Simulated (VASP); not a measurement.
# AlN (P6_3mc) in VASP: a series of runs, part 3 of 3

VASP 6.6.1. Earlier steps stand in the parts before.

## (6) Vibrations by perturbation theory, LDA (10.41 Å³/atom)

This run uses another cell than the first one, of 10.41 Å³/atom.

Input file INCAR:

```
ALGO = Normal
EDIFF = 1E-8
ENCUT = 520
GGA = CA
IBRION = 8
ISIF = 2
ISMEAR = 0
LASPH = True
LCHARG = False
LREAL = False
LWAVE = False
NELM = 80
NSW = 1
PREC = Accurate
SIGMA = 0.01
```

Input file KPOINTS:

```
k-points
0
Gamma
  8 8 4
```

Input file POSCAR:

```
AlN
1.0
    3.1092291097      0.0000000000      0.0000000000
   -1.5546145548      2.6926713952      0.0000000000
    0.0000000000      0.0000000000      4.9759899125
Al N
2 2
Direct
    0.3333333333      0.6666666667     -0.0009259163
    0.6666666667      0.3333333333      0.4990740837
    0.3333333333      0.6666666667      0.3809259163
    0.6666666667      0.3333333333      0.8809259163
```

Potentials or basis: VASP PAW LDA potentials, release 64 (Al, N).

The run is started by

```sh
> cat potpaw_LDA.64/Al/POTCAR potpaw_LDA.64/N/POTCAR > POTCAR
> mpirun -np 1 vasp_std > vasp.out
```

OUTCAR:

```text
EDIFF = 1E-8
   ENCUT = 520
   GGA = CA
   IBRION = 8
   ISIF = 2
   ISMEAR = 0
   LASPH = True
   LREAL = False
   NELM = 80
   NSW = 1
   PREC = Accurate

 ion  position               nearest neighbor table
   1  0.333  0.667  0.999-   4 1.89   4 1.89   4 1.89   3 1.90   2 3.07   2 3.07   2 3.07   2 3.07
                             2 3.07   2 3.07
   2  0.667  0.333  0.499-   3 1.89   3 1.89   3 1.89   4 1.90   1 3.07   1 3.07   1 3.07   1 3.07
                             1 3.07   1 3.07
   3  0.333  0.667  0.381-   2 1.89   2 1.89   2 1.89   1 1.90
   4  0.667  0.333  0.881-   1 1.89   1 1.89   1 1.89   2 1.90

  LATTYP: Found a hexagonal cell.
 ALAT       =     3.1092291097
 C/A-ratio  =     1.6003934535

  Lattice vectors:

 A1 = (   3.1092291097,   0.0000000000,   0.0000000000)
 A2 = (  -1.5546145548,   2.6926713952,   0.0000000000)
 A3 = (   0.0000000000,   0.0000000000,   4.9759899125)

Analysis of symmetry for initial positions (statically):
=====================================================================
 Subroutine PRICEL returns:
 Original cell was already a primitive cell.

 Routine SETGRP: Setting up the symmetry group for a
 hexagonal supercell.

 Subroutine GETGRP returns: Found 12 space group operations
 (whereof  6 operations were pure point group operations)
 out of a pool of 24 trial point group operations.

The static configuration has the point symmetry C_3v.
 The point group associated with its full space group is C_6v.

Analysis of symmetry for dynamics (positions and initial velocities):
=====================================================================
 Subroutine PRICEL returns:
 Original cell was already a primitive cell.

 Routine SETGRP: Setting up the symmetry group for a
 hexagonal supercell.

 Subroutine GETGRP returns: Found 12 space group operations
 (whereof  6 operations were pure point group operations)
 out of a pool of 24 trial point group operations.

The dynamic configuration has the point symmetry C_3v.
 The point group associated with its full space group is C_6v.

 Subroutine INISYM returns: Found 12 space group operations
 (whereof  6 operations are pure point group operations),
 and found     1 'primitive' translations

----------------------------------------------------------------------------------------

                                     Primitive cell

  volume of cell :      41.6596

  direct lattice vectors                    reciprocal lattice vectors
     3.109229110  0.000000000  0.000000000     0.321623131  0.185689201  0.000000000
    -1.554614555  2.692671395  0.000000000     0.000000000  0.371378402  0.000000000
[... 522 lines left out ...]
  volume of cell :       41.66
      direct lattice vectors                 reciprocal lattice vectors
     3.109229110  0.000000000  0.000000000     0.321623131  0.185689201  0.000000000
    -1.554614555  2.692671395  0.000000000     0.000000000  0.371378402  0.000000000
     0.000000000  0.000000000  4.975989913     0.000000000  0.000000000  0.200965038

 POSITION                                       TOTAL-FORCE (eV/Angst)
 -----------------------------------------------------------------------------------
     -0.00000      1.79511      4.97138        -0.000000     -0.000000     -0.000685
      1.55461      0.89756      2.48339         0.000000     -0.000000     -0.000685
     -0.00000      1.79511      1.89548         0.000000     -0.000000      0.000685
      1.55461      0.89756      4.38348        -0.000000      0.000000      0.000685
 -----------------------------------------------------------------------------------
    total drift:                               -0.000000      0.000000     -0.000833

  FREE ENERGIE OF THE ION-ELECTRON SYSTEM (eV)
  ---------------------------------------------------
  free  energy   TOTEN  =       -32.8341110540 eV

  energy  without entropy=      -32.8341110540  energy(sigma->0) =      -32.83411105

[... ionic steps 2 to 9 ...]

--------------------------------------- Ionic step       10  -------------------------------------------

------------------------ aborting loop because EDIFF is reached ----------------------------------------

[... ionic steps 11 to 11 ...]

--------------------------------------- Ionic step       12  -------------------------------------------

 Free energy of the ion-electron system (eV)
  ---------------------------------------------------
  ---------------------------------------------------
  free energy    TOTEN  =        -0.24992301 eV

  energy without entropy =       -0.24992301

------------------------ aborting loop because EDIFF is reached ----------------------------------------

 INTERNAL STRAIN TENSOR  FOR ION    3  DIRECTION 3   (eV/Angst):
 -----------------------------------------------------------------------------
     5.36020  0.00000 -0.00000
     0.00000  5.36020  0.00000
     0.00000  0.00000-11.99762

 INTERNAL STRAIN TENSOR FOR ION    4 for displacements in x,y,z  (eV/Angst):
          X           Y           Z          XY          YZ          ZX
  --------------------------------------------------------------------------------
  x     0.00000    -0.00000     0.00000    10.24278     0.00000     5.10384
  y    10.24278   -10.24278     0.00000    -0.00000     5.13340     0.00000
  z     5.36020     5.36020   -11.99762     0.00000    -0.00000     0.00000

 SECOND DERIVATIVES (NOT SYMMETRIZED)
 ------------------------------------
               1X          1Y          1Z          2X          2Y          2Z          3X          3Y          3Z          4X          4Y          4Z
  1X   -15.627455   -0.000000    0.000000    0.652785    0.000000   -0.000000    1.522250    0.000000   -0.000000   13.452421    0.000000    0.000000
  1Y    -0.000000  -15.627455   -0.000000    0.000000    0.652785   -0.000000    0.000000    1.522250   -0.000000    0.000000   13.452421    0.000000
  1Z     0.000000   -0.000000  -21.012522    0.000000    0.000000    8.420022    0.000000   -0.000000    6.198865   -0.000000    0.000000    6.393634
  2X     0.652785    0.000000   -0.000000  -15.627455   -0.000000    0.000000   13.452421    0.000000    0.000000    1.522250    0.000000    0.000000
  2Y     0.000000    0.652785    0.000000   -0.000000  -15.627455    0.000000    0.000000   13.452421   -0.000000    0.000000    1.522250    0.000000
  2Z    -0.000000   -0.000000    8.420022    0.000000    0.000000  -21.012522    0.000000   -0.000000    6.393634   -0.000000    0.000000    6.198865
  3X     1.524347    0.000000   -0.000000   13.453799    0.000000   -0.000000  -15.695539   -0.000000    0.000000    0.717393    0.000000   -0.000000
  3Y     0.000000    1.524347    0.000000    0.000000   13.453799    0.000000   -0.000000  -15.695539   -0.000000    0.000000    0.717393    0.000000
  3Z    -0.000000    0.000000    6.155158    0.000000   -0.000000    6.431926   -0.000000    0.000000  -19.613836    0.000000    0.000000    7.026752
  4X    13.453799    0.000000    0.000000    1.524347    0.000000    0.000000    0.717393    0.000000    0.000000  -15.695539   -0.000000    0.000000
  4Y     0.000000   13.453799   -0.000000    0.000000    1.524347   -0.000000    0.000000    0.717393   -0.000000   -0.000000  -15.695539    0.000000
  4Z     0.000000    0.000000    6.431926    0.000000    0.000000    6.155158    0.000000   -0.000000    7.026752    0.000000    0.000000  -19.613836

 Eigenvectors and eigenvalues of the dynamical matrix
 ----------------------------------------------------

   1 f  =   21.565711 THz   135.501358 2PiTHz  719.354685 cm-1    89.188574 meV
             X         Y         Z           dx          dy          dz
     -0.000000  1.795114  4.971383    -0.000000    0.000000   -0.010561
      1.554615  0.897557  2.483388    -0.000000    0.000000    0.010561
     -0.000000  1.795114  1.895484     0.000000   -0.000000   -0.707028
      1.554615  0.897557  4.383478     0.000000   -0.000000    0.707028
[... 71 lines left out ...]
  12 f/i=    0.001864 THz     0.011710 2PiTHz    0.062167 cm-1     0.007708 meV
             X         Y         Z           dx          dy          dz
     -0.000000  1.795114  4.971383    -0.000000    0.000000    0.573701
      1.554615  0.897557  2.483388    -0.000000    0.000000    0.573701
     -0.000000  1.795114  1.895484    -0.000000    0.000000    0.413361
      1.554615  0.897557  4.383478    -0.000000    0.000000    0.413361

--------------------------------------------------------------------------------------------------------

 ELASTIC MODULI CONTR FROM IONIC RELAXATION (kBar)
 Direction    XX          YY          ZZ          XY          YZ          ZX
 --------------------------------------------------------------------------------
 XX        -673.7302    321.9824    393.6717     -0.0000      0.0000     -0.0000
 YY         321.9824   -673.7302    393.6717     -0.0000     -0.0000      0.0000
 ZZ         393.6717    393.6717   -881.1851      0.0000     -0.0000     -0.0000
 XY          -0.0000     -0.0000      0.0000   -497.8563      0.0000      0.0000
 YZ           0.0000     -0.0000     -0.0000      0.0000   -122.5035     -0.0000
 ZX          -0.0000      0.0000     -0.0000      0.0000     -0.0000   -130.9718
 --------------------------------------------------------------------------------
```

OSZICAR:

```text
N       E                     dE             d eps       ncg     rms          rms(c)
DAV:   1     0.487240201573E+02    0.48724E+02   -0.76654E+03   720   0.119E+03
DAV:   2    -0.337711386037E+02   -0.82495E+02   -0.75769E+02  1036   0.216E+02
DAV:   3    -0.378616008115E+02   -0.40905E+01   -0.40710E+01   944   0.511E+01
[... 67 lines left out ...]
RMM:   6    -0.249931040798E+00   -0.79469E-04   -0.58662E-06  1500   0.827E-03    0.207E-03
RMM:   7    -0.249921823430E+00    0.92174E-05    0.13514E-06  1474   0.268E-03    0.389E-04
RMM:   8    -0.249923005695E+00   -0.11823E-05   -0.28315E-07  1513   0.311E-04    0.215E-04
RMM:   9    -0.249922858761E+00    0.14693E-06   -0.15767E-07  1519   0.133E-04    0.217E-05
RMM:  10    -0.249923021430E+00   -0.16267E-06   -0.34833E-08  1531   0.292E-05    0.971E-06
RMM:  11    -0.249923011772E+00    0.96580E-08    0.23413E-08  1533   0.115E-05    0.218E-06
 Linear response finished
```

Wall time 73 s (1 thread of Intel Xeon 6975P-C (Granite Rapids), shared host); peak memory 0.28 GiB.

Results:

```yaml
Highest_phonon_frequency_at_Γ_LO-TO_splitting_left_out: 719 cm⁻¹
```

Phonon frequencies in cm⁻¹ (negative: imaginary):
```tsv
q point	frequencies
(0.000, 0.000, 0.000)	0 0 0 240 240 545 609 652 652 665 665 719
```

Caveat: the cell stands under pressure or tension, which shifts response properties.

## (7) Vibrations by perturbation theory, LDA (10.41 Å³/atom)

This run uses another cell than the first one, of 10.41 Å³/atom.

Input file INCAR:

```
ALGO     = Normal         # electronic algorithm
EDIFF    = 1E-8           # SCF threshold, eV
ENCUT    = 520            # plane-wave cutoff, eV
IBRION   = 8              # ionic algorithm
ISIF     = 2              # what is computed and relaxed
ISMEAR   = 0              # smearing method
LASPH    = T              # aspherical terms in the spheres
LCHARG   = T              # write CHGCAR
LREAL    = F              # projectors in reciprocal space
LWAVE    = F              # write WAVECAR
NBANDS   = 16             # bands
NELM     = 60             # most SCF steps
NSW      = 1              # ionic steps
PREC     = Accurate       # precision mode
SIGMA    = 0.01           # smearing width, eV
```

KPOINTS is that of step 6.

POSCAR is that of step 6.

Potentials or basis: VASP PAW LDA potentials, release 64 (Al, N).

The run is started by

```sh
> cat potpaw_LDA.64/Al/POTCAR potpaw_LDA.64/N/POTCAR > POTCAR
> mpirun -np 1 vasp_std > vasp.out
```

OUTCAR:

```text
EDIFF = 1E-8
   ENCUT = 520
   IBRION = 8
   ISIF = 2
   ISMEAR = 0
   LASPH = T
   LREAL = F
   NELM = 60
   NSW = 1
   PREC = Accurate

 ion  position               nearest neighbor table
   1  0.333  0.667  0.999-   4 1.89   4 1.89   4 1.89   3 1.90   2 3.07   2 3.07   2 3.07   2 3.07
                             2 3.07   2 3.07
   2  0.667  0.333  0.499-   3 1.89   3 1.89   3 1.89   4 1.90   1 3.07   1 3.07   1 3.07   1 3.07
                             1 3.07   1 3.07
   3  0.333  0.667  0.381-   2 1.89   2 1.89   2 1.89   1 1.90
   4  0.667  0.333  0.881-   1 1.89   1 1.89   1 1.89   2 1.90

  LATTYP: Found a hexagonal cell.
 ALAT       =     3.1092291097
 C/A-ratio  =     1.6003934535

  Lattice vectors:

 A1 = (   3.1092291097,   0.0000000000,   0.0000000000)
 A2 = (  -1.5546145548,   2.6926713952,   0.0000000000)
 A3 = (   0.0000000000,   0.0000000000,   4.9759899125)

Analysis of symmetry for initial positions (statically):
=====================================================================
 Subroutine PRICEL returns:
 Original cell was already a primitive cell.

 Routine SETGRP: Setting up the symmetry group for a
 hexagonal supercell.

 Subroutine GETGRP returns: Found 12 space group operations
 (whereof  6 operations were pure point group operations)
 out of a pool of 24 trial point group operations.

The static configuration has the point symmetry C_3v.
[... 683 lines left out ...]

  energy without entropy =       -0.24992310

------------------------ aborting loop because EDIFF is reached ----------------------------------------

 INTERNAL STRAIN TENSOR  FOR ION    3  DIRECTION 3   (eV/Angst):
 -----------------------------------------------------------------------------
     5.36022  0.00000  0.00000
     0.00000  5.36022  0.00000
    -0.00000  0.00000-11.99757

 INTERNAL STRAIN TENSOR FOR ION    4 for displacements in x,y,z  (eV/Angst):
          X           Y           Z          XY          YZ          ZX
  --------------------------------------------------------------------------------
  x     0.00000    -0.00000    -0.00000    10.24276     0.00000     5.10385
  y    10.24276   -10.24276     0.00000    -0.00000     5.13341     0.00000
  z     5.36022     5.36022   -11.99757     0.00000     0.00000    -0.00000

 SECOND DERIVATIVES (NOT SYMMETRIZED)
 ------------------------------------
               1X          1Y          1Z          2X          2Y          2Z          3X          3Y          3Z          4X          4Y          4Z
  1X   -15.627461   -0.000000    0.000000    0.652794    0.000000    0.000000    1.522267    0.000000    0.000000   13.452401    0.000000    0.000000
  1Y    -0.000000  -15.627461   -0.000000    0.000000    0.652794    0.000000    0.000000    1.522267   -0.000000    0.000000   13.452401    0.000000
  1Z     0.000000    0.000000  -21.012553    0.000000   -0.000000    8.419943    0.000000    0.000000    6.198061    0.000000    0.000000    6.394549
  2X     0.652794    0.000000   -0.000000  -15.627461   -0.000000   -0.000000   13.452401    0.000000    0.000000    1.522267    0.000000   -0.000000
  2Y     0.000000    0.652794    0.000000   -0.000000  -15.627461    0.000000    0.000000   13.452401   -0.000000    0.000000    1.522267    0.000000
  2Z     0.000000   -0.000000    8.419943    0.000000    0.000000  -21.012553   -0.000000   -0.000000    6.394549   -0.000000    0.000000    6.198061
  3X     1.524315    0.000000    0.000000   13.453762    0.000000    0.000000  -15.695398   -0.000000    0.000000    0.717322    0.000000   -0.000000
  3Y     0.000000    1.524315    0.000000    0.000000   13.453762    0.000000   -0.000000  -15.695398   -0.000000    0.000000    0.717322    0.000000
  3Z     0.000000   -0.000000    6.155078    0.000000    0.000000    6.431961    0.000000    0.000000  -19.614082    0.000000   -0.000000    7.027044
  4X    13.453762    0.000000    0.000000    1.524315    0.000000    0.000000    0.717322    0.000000    0.000000  -15.695398   -0.000000   -0.000000
  4Y     0.000000   13.453762   -0.000000    0.000000    1.524315   -0.000000    0.000000    0.717322    0.000000   -0.000000  -15.695398    0.000000
  4Z    -0.000000   -0.000000    6.431961   -0.000000    0.000000    6.155078    0.000000    0.000000    7.027044    0.000000    0.000000  -19.614082

 Eigenvectors and eigenvalues of the dynamical matrix
 ----------------------------------------------------

   1 f  =   21.565937 THz   135.502776 2PiTHz  719.362213 cm-1    89.189507 meV
             X         Y         Z           dx          dy          dz
     -0.000000  1.795114  4.971383    -0.000000    0.000000   -0.010602
      1.554615  0.897557  2.483388    -0.000000    0.000000    0.010602
     -0.000000  1.795114  1.895484     0.000000   -0.000000   -0.707027
      1.554615  0.897557  4.383478     0.000000   -0.000000    0.707027
[... 71 lines left out ...]
  12 f/i=    0.001917 THz     0.012047 2PiTHz    0.063954 cm-1     0.007929 meV
             X         Y         Z           dx          dy          dz
     -0.000000  1.795114  4.971383     0.000000    0.000000   -0.573700
      1.554615  0.897557  2.483388     0.000000    0.000000   -0.573700
     -0.000000  1.795114  1.895484     0.000000    0.000000   -0.413363
      1.554615  0.897557  4.383478     0.000000    0.000000   -0.413363

--------------------------------------------------------------------------------------------------------

 ELASTIC MODULI CONTR FROM IONIC RELAXATION (kBar)
 Direction    XX          YY          ZZ          XY          YZ          ZX
 --------------------------------------------------------------------------------
 XX        -673.7327    321.9888    393.6669     -0.0000      0.0000      0.0000
 YY         321.9888   -673.7327    393.6669     -0.0000      0.0000     -0.0000
 ZZ         393.6669    393.6669   -881.1733      0.0000     -0.0000      0.0000
 XY          -0.0000     -0.0000      0.0000   -497.8608     -0.0000      0.0000
 YZ          -0.0000      0.0000     -0.0000     -0.0000   -122.5049     -0.0000
 ZX           0.0000     -0.0000      0.0000      0.0000     -0.0000   -130.9732
 --------------------------------------------------------------------------------
```

OSZICAR:

```text
N       E                     dE             d eps       ncg     rms          rms(c)
DAV:   1     0.369651703210E+02    0.36965E+02   -0.73105E+03   960   0.890E+02
DAV:   2    -0.347441391358E+02   -0.71709E+02   -0.66584E+02  1328   0.180E+02
DAV:   3    -0.378763587727E+02   -0.31322E+01   -0.31240E+01  1224   0.383E+01
[... 66 lines left out ...]
RMM:   7    -0.249925502820E+00   -0.49277E-06   -0.17056E-06  1953   0.195E-03    0.471E-04
RMM:   8    -0.249922388913E+00    0.31139E-05    0.42607E-07  1959   0.508E-04    0.269E-04
RMM:   9    -0.249922982095E+00   -0.59318E-06   -0.13342E-07  2026   0.120E-04    0.235E-05
RMM:  10    -0.249923086527E+00   -0.10443E-06    0.30878E-09  2048   0.158E-05    0.108E-05
RMM:  11    -0.249923095981E+00   -0.94538E-08   -0.18266E-08  2040   0.611E-06    0.212E-06
 Linear response finished
```

Run time: 84 s. Hardware: 1 thread of Intel Xeon 6975P-C (Granite Rapids), shared host; peak memory 0.32 GiB.

Results:

```
Highest phonon frequency at Γ, LO-TO splitting left out : 719 cm⁻¹
```

Phonon frequencies in cm⁻¹ (negative: imaginary):
| q point | frequencies |
| --- | --- |
| (0.000, 0.000, 0.000) | 0 0 0 240 240 545 609 652 652 665 665 719 |

Caveat: the cell stands under pressure or tension, which shifts response properties.
